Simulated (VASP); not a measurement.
# BiTe in VASP: notebook

Aim: see how the results for BiTe move with the level of theory and the settings. Levels: r2SCAN, PBE. Tasks: single point.

Everything below comes from runs of VASP 6.6.1. Logs are shortened: lines on timing, memory, paths and dates and some standing lists are left out, and cuts for length are marked.

## 1. The cell of the first run

The structure is cubic, space group Pm-3m (No. 221). Conventional cell: a = 3.913 Å, b = 3.913 Å, c = 3.913 Å, α = 90.00°, β = 90.00°, γ = 90.00°. Within 4.5 Å of Bi (site symmetry m-3m) lie 8 Te at 3.39 Å and 6 Bi at 3.91 Å. Within 4.5 Å of Te (site symmetry m-3m) lie 8 Bi at 3.39 Å and 6 Te at 3.91 Å.

## 2. Single point, r2SCAN

The input, POSCAR:

```
BiTe
1.0
    3.9133058495      0.0000000000      0.0000000000
    0.0000000000      3.9133058495      0.0000000000
    0.0000000000      0.0000000000      3.9133058495
Bi Te
1 1
Direct
    0.0000000000      0.0000000000      0.0000000000
    0.5000000000      0.5000000000      0.5000000000
```

The input, INCAR.step1:

```
SYSTEM = BiTe
PREC = Accurate
ENCUT = 520
ISMEAR = 0
SIGMA = 0.05
LREAL = .False.
LASPH = .True.
NELM = 100
NBANDS = 18
GGA = PE
ALGO = Normal
EDIFF = 1E-4
LWAVE = .True.
LCHARG = .False.
```

The input, INCAR.step2:

```
SYSTEM = BiTe
PREC = Accurate
ENCUT = 520
EDIFF = 1E-6
ISMEAR = 0
SIGMA = 0.05
LREAL = .False.
LASPH = .True.
NELM = 100
ALGO = Normal
ISIF = 2
LWAVE = .False.
LCHARG = .True.
METAGGA = R2SCAN
LMIXTAU = .True.
LELF = .True.
LVHAR = .True.
NBANDS = 18
ISTART = 1
```

The input, KPOINTS:

```
regular mesh
0
Gamma
  10 10 10
  0 0 0
```

Potentials or basis: VASP PAW PBE potentials, release 64 (Bi_d, Te).

On the command line:

```sh
cat potpaw_PBE.64/Bi_d/POTCAR potpaw_PBE.64/Te/POTCAR > POTCAR
cp INCAR.step1 INCAR
mpirun -np 1 vasp_std > vasp.out
cp INCAR.step2 INCAR
mpirun -np 1 vasp_std > vasp.out
```

OUTCAR:

```text
SYSTEM = BiTe
   PREC = Accurate
   ENCUT = 520
   EDIFF = 1E-6
   ISMEAR = 0
   LREAL = .False.
   LASPH = .True.
   NELM = 100
   ISIF = 2
   METAGGA = R2SCAN
   ISTART = 1

 ion  position               nearest neighbor table
   1  0.000  0.000  0.000-   2 3.39   2 3.39   2 3.39   2 3.39   2 3.39   2 3.39   2 3.39   2 3.39

   2  0.500  0.500  0.500-   1 3.39   1 3.39   1 3.39   1 3.39   1 3.39   1 3.39   1 3.39   1 3.39

  LATTYP: Found a simple cubic cell.
 ALAT       =     3.9133058495

  Lattice vectors:

 A1 = (   3.9133058495,   0.0000000000,   0.0000000000)
 A2 = (   0.0000000000,   3.9133058495,   0.0000000000)
 A3 = (   0.0000000000,   0.0000000000,   3.9133058495)

Analysis of symmetry for initial positions (statically):
=====================================================================
 Subroutine PRICEL returns:
 Original cell was already a primitive cell.

 Routine SETGRP: Setting up the symmetry group for a
 simple cubic supercell.

 Subroutine GETGRP returns: Found 48 space group operations
 (whereof 48 operations were pure point group operations)
 out of a pool of 48 trial point group operations.

The static configuration has the point symmetry O_h .

Analysis of symmetry for dynamics (positions and initial velocities):
=====================================================================
 Subroutine PRICEL returns:
 Original cell was already a primitive cell.

 Routine SETGRP: Setting up the symmetry group for a
 simple cubic supercell.

 Subroutine GETGRP returns: Found 48 space group operations
 (whereof 48 operations were pure point group operations)
 out of a pool of 48 trial point group operations.

The dynamic configuration has the point symmetry O_h .

 Subroutine INISYM returns: Found 48 space group operations
 (whereof 48 operations are pure point group operations),
 and found     1 'primitive' translations

----------------------------------------------------------------------------------------

                                     Primitive cell

  volume of cell :      59.9282

  direct lattice vectors                    reciprocal lattice vectors
     3.913305849  0.000000000  0.000000000     0.255538422  0.000000000  0.000000000
     0.000000000  3.913305849  0.000000000     0.000000000  0.255538422  0.000000000
     0.000000000  0.000000000  3.913305849     0.000000000  0.000000000  0.255538422

  length of vectors
     3.913305849  3.913305849  3.913305849     0.255538422  0.255538422  0.255538422

  position of ions in fractional coordinates (direct lattice)
     0.000000000  0.000000000  0.000000000
     0.500000000  0.500000000  0.500000000

  ion indices of the primitive-cell ions
   primitive index   ion index
                 1           1
                 2           2

----------------------------------------------------------------------------------------

 KPOINTS: regular mesh

Automatic generation of k-mesh.
 Grid dimensions read from file:
 generate k-points for:   10   10   10

 Generating k-lattice:

  Cartesian coordinates                     Fractional coordinates (reciprocal lattice)
     0.025553842  0.000000000  0.000000000     0.100000000  0.000000000  0.000000000
     0.000000000  0.025553842  0.000000000     0.000000000  0.100000000  0.000000000
     0.000000000  0.000000000  0.025553842     0.000000000  0.000000000  0.100000000

  Length of vectors
     0.025553842  0.025553842  0.025553842

  Shift w.r.t. Gamma in fractional coordinates (k-lattice)
     0.000000000  0.000000000  0.000000000

 Subroutine IBZKPT returns following result:
 ===========================================

 Found     56 irreducible k-points:

 Following reciprocal coordinates:
            Coordinates               Weight
  0.000000  0.000000  0.000000      1.000000
  0.100000  0.000000  0.000000      6.000000
  0.200000  0.000000  0.000000      6.000000
  0.300000  0.000000  0.000000      6.000000
  0.400000  0.000000  0.000000      6.000000
  0.500000  0.000000  0.000000      3.000000
[... 16 lines left out ...]
  0.200000  0.100000  0.100000     24.000000
  0.300000  0.100000  0.100000     24.000000
 [... further k-points ...]
   k-points           NKPTS =     56   k-points in BZ     NKDIM =     56   number of bands    NBANDS=     18
   number of dos      NEDOS =    301   number of ions     NIONS =      2
   total plane-waves  NPLWV =  27000
   dimension x,y,z NGX =    30 NGY =   30 NGZ =   30
   dimension x,y,z NGXF=    60 NGYF=   60 NGZF=   60
   ions per type =               1   1
   NGX,Y,Z   is equivalent  to a cutoff of  12.74, 12.74, 12.74 a.u.
   NGXF,Y,Z  is equivalent  to a cutoff of  25.49, 25.49, 25.49 a.u.
 SYSTEM =  BiTe
   PREC   = accura    normal or accurate (medium, high low for compatibility)
   ISTART =      1    job   : 0-new  1-cont  2-samecut
   ICHARG =      0    charge: 1-file 2-atom 10-const
   ISPIN  =      1    spin polarized calculation?
   LNONCOLLINEAR =      F non collinear calculations
   LSORBIT =      F    spin-orbit coupling
   LASPH  =      T    aspherical Exc in radial PAW
   ENCUT  =  520.0 eV  38.22 Ry    6.18 a.u.   7.28  7.28  7.28*2*pi/ulx,y,z
   NELM   =    100;   NELMIN=  2; NELMDL=  0     # of ELM steps
   EDIFF  = 0.1E-05   stopping-criterion for ELM
   LREAL  =      F    real-space projection
[... 7 lines left out ...]
   TEBEG  =    0.0;   TEEND  =   0.0 temperature during run
   PSTRESS=    0.0 pullay stress
   NELECT =      21.0000    total number of electrons
   NUPDOWN=      -1.0000    fix difference up-down
   EMIN   =  10.00;   EMAX   =-10.00  energy-range for DOS
   EFERMI =   0.00;   METHOD = LEGACY
   ISMEAR =     0;   SIGMA  =   0.05  broadening in eV -4-tet -1-fermi 0-gaus
   EFERMI_NEDOS =   21; number of points for ismear=-14 and -15
   IALGO  =     38    algorithm
   IMIX   =      4    mixing-type and parameters
     AMIX     =   0.40;   BMIX     =  1.00
     AMIX_MAG =   1.60;   BMIX_MAG =  1.00
  volume/ion in A,a.u.               =      29.96       202.21
  Fermi-wavevector in a.u.,A,eV,Ry     =   1.154173  2.181070 18.124520  1.332115
  Thomas-Fermi vector in A             =   2.290811
   LORBIT       =      0    0 simple, 1 ext, 2 COOP (PROOUT), +10 PAW based schemes
   METAGGA = R2SCAN    functional components
   LHFCALC =     F    Hartree Fock is set to
   AEXX    =    0.0000 exact exchange contribution
   IVDW    =     0    specifies the selected vdW correction
   LEPSILON=     F    determine dielectric tensor
   LRPA    =     F    only Hartree local field effects (RPA)
 non-spin polarized calculation
 Gauss-broadening in eV      SIGMA  =   0.05
  energy-cutoff  :      520.00
  volume of cell :       59.93
 maximum number of plane-waves:      1640
 NGX is ok and might be reduce to    30
   NGX = 15   NGY = 15   NGZ = 15

 number of electron      20.9999990 magnetization

 Free energy of the ion-electron system (eV)
  ---------------------------------------------------
  ext. energy  EPLUGINS =         0.00000000
  ---------------------------------------------------
  free energy    TOTEN  =       -83.70136960 eV

  energy without entropy =      -83.70017526  energy(sigma->0) =      -83.70077243

 E-fermi :   7.9590     XC(G=0): -10.7468

 val. band max:        7.9355364380   @ k =   0.5000   0.4000   0.3000
 cond. band min:       7.9663966334   @ k =   0.5000   0.1000   0.1000
 fundamental gap:      0.0308601954
 Fermi energy:         7.9590247423

 k-point     1 :       0.0000    0.0000    0.0000
  band No.  band energies     occupation
      1     -16.3018      2.00000
      2     -16.3018      2.00000
      3     -16.2482      2.00000
      4     -16.2482      2.00000
      5     -16.2482      2.00000
      6      -6.4882      2.00000
[... 10 lines left out ...]
     17      18.7121      0.00000
     18      18.7121      0.00000

 k-point     2 :       0.1000    0.0000    0.0000
  band No.  band energies     occupation
      1     -16.3017      2.00000
      2     -16.2975      2.00000
      3     -16.2497      2.00000
      4     -16.2497      2.00000
      5     -16.2481      2.00000
      6      -6.3929      2.00000
[... 10 lines left out ...]
     17      18.3026      0.00000
     18      18.6188      0.00000

 k-point     3 :       0.2000    0.0000    0.0000
  band No.  band energies     occupation
      1     -16.3013      2.00000
      2     -16.2860      2.00000
      3     -16.2535      2.00000
      4     -16.2535      2.00000
      5     -16.2479      2.00000
      6      -6.1087      2.00000
[... 10 lines left out ...]
     17      18.1384      0.00000
     18      18.1384      0.00000

 k-point     4 :       0.3000    0.0000    0.0000
  band No.  band energies     occupation
      1     -16.3008      2.00000
      2     -16.2717      2.00000
      3     -16.2581      2.00000
      4     -16.2581      2.00000
      5     -16.2476      2.00000
      6      -5.6426      2.00000
[... 10 lines left out ...]
     17      18.4266      0.00000
     18      18.4266      0.00000

 k-point     5 :       0.4000    0.0000    0.0000
  band No.  band energies     occupation
      1     -16.3003      2.00000
      2     -16.2619      2.00000
      3     -16.2619      2.00000
      4     -16.2602      2.00000
      5     -16.2473      2.00000
      6      -5.0083      2.00000
[... 10 lines left out ...]
     17      19.0506      0.00000
     18      19.0508      0.00000

 k-point     6 :       0.5000    0.0000    0.0000
  band No.  band energies     occupation
      1     -16.3002      2.00000
      2     -16.2633      2.00000
      3     -16.2633      2.00000
      4     -16.2558      2.00000
      5     -16.2472      2.00000
      6      -4.2382      2.00000
[... 10 lines left out ...]
     17      19.6636      0.00000
     18      19.6743      0.00000

 k-point     7 :       0.1000    0.1000    0.0000
  band No.  band energies     occupation
      1     -16.2994      2.00000
      2     -16.2952      2.00000
      3     -16.2512      2.00000
      4     -16.2497      2.00000
      5     -16.2494      2.00000
      6      -6.2980      2.00000
[... 10 lines left out ...]
     17      17.6509      0.00000
     18      19.2691      0.00000

 k-point     8 :       0.2000    0.1000    0.0000
  band No.  band energies     occupation
      1     -16.2982      2.00000
      2     -16.2844      2.00000
      3     -16.2551      2.00000
      4     -16.2533      2.00000
      5     -16.2493      2.00000
      6      -6.0155      2.00000
[... 10 lines left out ...]
     17      17.2712      0.00000
     18      18.1679      0.00000
[... 229 lines left out ...]
     17      15.9610      0.00000
     18      19.0947      0.00000

 k-point    20 :       0.5000    0.4000    0.0000
  band No.  band energies     occupation
      1     -16.2825      2.00000
      2     -16.2783      2.00000
      3     -16.2608      2.00000
      4     -16.2592      2.00000
      5     -16.2334      2.00000
      6      -3.4204      2.00000
[... 10 lines left out ...]
     17      15.4118      0.00000
     18      19.8234      0.00000

 k-point    21 :       0.5000    0.5000    0.0000
  band No.  band energies     occupation
      1     -16.2845      2.00000
      2     -16.2771      2.00000
      3     -16.2605      2.00000
      4     -16.2605      2.00000
      5     -16.2299      2.00000
      6      -3.3065      2.00000
[... 10 lines left out ...]
     17      15.1026      0.00000
     18      21.1122      0.00000

 k-point    22 :       0.1000    0.1000    0.1000
  band No.  band energies     occupation
      1     -16.2950      2.00000
      2     -16.2950      2.00000
      3     -16.2514      2.00000
      4     -16.2509      2.00000
      5     -16.2509      2.00000
      6      -6.2036      2.00000
[... 10 lines left out ...]
     17      17.4429      0.00000
     18      18.5745      0.00000

 k-point    23 :       0.2000    0.1000    0.1000
  band No.  band energies     occupation
      1     -16.2946      2.00000
      2     -16.2834      2.00000
      3     -16.2552      2.00000
      4     -16.2548      2.00000
      5     -16.2507      2.00000
      6      -5.9229      2.00000
[... 10 lines left out ...]
     17      17.1525      0.00000
     18      18.9638      0.00000

 k-point    24 :       0.3000    0.1000    0.1000
  band No.  band energies     occupation
      1     -16.2941      2.00000
      2     -16.2691      2.00000
      3     -16.2600      2.00000
      4     -16.2595      2.00000
      5     -16.2503      2.00000
      6      -5.4638      2.00000
[... 10 lines left out ...]
     17      16.4824      0.00000
     18      18.7628      0.00000

 [... further k-points ...]

------------------------ aborting loop because EDIFF is reached ----------------------------------------

  FORCE on cell =-STRESS in cart. coord.  units (eV):
  Direction    XX          YY          ZZ          XY          YZ          ZX
  --------------------------------------------------------------------------------------
  -------------------------------------------------------------------------------------
  Total       -0.1581483     -0.1581483     -0.1581483      0.0000000     -0.0000000      0.0000000
  in kB       -4.2280859     -4.2280859     -4.2280859      0.0000000     -0.0000000      0.0000000
  external PRESSURE =      -4.2280859 kB  Pullay stress =       0.0000000 kB

 VOLUME and BASIS-vectors are now :
 -----------------------------------------------------------------------------
  energy-cutoff  :      520.00
  volume of cell :       59.93
      direct lattice vectors                 reciprocal lattice vectors
     3.913305849  0.000000000  0.000000000     0.255538422  0.000000000  0.000000000
     0.000000000  3.913305849  0.000000000     0.000000000  0.255538422  0.000000000
     0.000000000  0.000000000  3.913305849     0.000000000  0.000000000  0.255538422

 POSITION                                       TOTAL-FORCE (eV/Angst)
 -----------------------------------------------------------------------------------
      0.00000      0.00000      0.00000         0.000000      0.000000      0.000000
      1.95665      1.95665      1.95665         0.000000      0.000000      0.000000
 -----------------------------------------------------------------------------------
    total drift:                               -0.000000     -0.000000     -0.000000

  FREE ENERGIE OF THE ION-ELECTRON SYSTEM (eV)
  ---------------------------------------------------
  free  energy   TOTEN  =       -83.7013695970 eV

  energy  without entropy=      -83.7001752610  energy(sigma->0) =      -83.70077243
```

It took 5.5 min on 1 thread of AMD EPYC 7R13, shared host; peak memory 0.18 GiB.

What came out:

```yaml
Free_energy: -83.7014 eV
Pressure: -0.4 GPa
Band_gap_on_the_k_mesh: zero (an odd number of electrons rules out a gap without spin polarisation)
```

Levels at points of the mesh, in eV from the Fermi level:
```tsv
k point	band 7	band 8	band 9	band 10	band 11	band 12	band 13	band 14
(0.00, 0.00, 0.00)	-8.93	-2.86	-2.86	-2.86	3.48	3.48	4.09	4.09
(0.50, 0.00, 0.00)	-12.19	-1.98	-1.05	-0.92	-0.92	0.55	0.55	5.17
(0.50, 0.50, 0.00)	-11.24	-5.93	-5.93	-0.42	1.58	2.75	2.75	5.99
(0.50, 0.50, 0.50)	-10.59	-3.53	-3.53	-3.53	-2.76	-2.76	-2.76	14.41
```

Caveat: the PAW data sets were made with another functional, which shifts forces and pressure a little; spin-orbit coupling is left out, which moves the levels of the heavy elements.

[end of part 1 of 2]

The gap in the log of VASP goes by the Fermi energy; the results here count the filled bands.